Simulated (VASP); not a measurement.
A run of VASP 6.6.1 is set up as follows.

INCAR

```
PREC = Accurate
ENCUT = 520
EDIFF = 1E-6
ISMEAR = 0
SIGMA = 0.15
LREAL = False
LASPH = True
NELM = 80
ALGO = Normal
ISIF = 2
LWAVE = False
LCHARG = False
GGA = PE
IVDW = 12
NBANDS = 14
```

The input KPOINTS:

```
regular mesh
0
Gamma
  18 18 6
```

The input POSCAR:

```
Al
1.0
    2.7190572195      0.0000000000      0.0000000000
   -1.3595286098      2.3547726264      0.0000000000
    0.0000000000      0.0000000000      9.1085697797
Al
4
Direct
    0.0000000000      0.0000000000      0.0000000000
    0.3333333333      0.6666666667      0.2500000000
    0.0000000000      0.0000000000      0.5000000000
    0.6666666667      0.3333333333      0.7500000000
```

Potentials or basis: VASP PAW PBE potentials, release 64 (Al).

Run with:

```sh
$ cat potpaw_PBE.64/Al/POTCAR > POTCAR
$ mpirun -np 1 vasp_std > vasp.out
```

(1) What does it give for the dispersion energy per atom?

(2) Predict the band gap on the k mesh.

## Answers

(1) -0.383 eV.

(2) zero (bands 6 and 7 overlap by 5.37 eV).
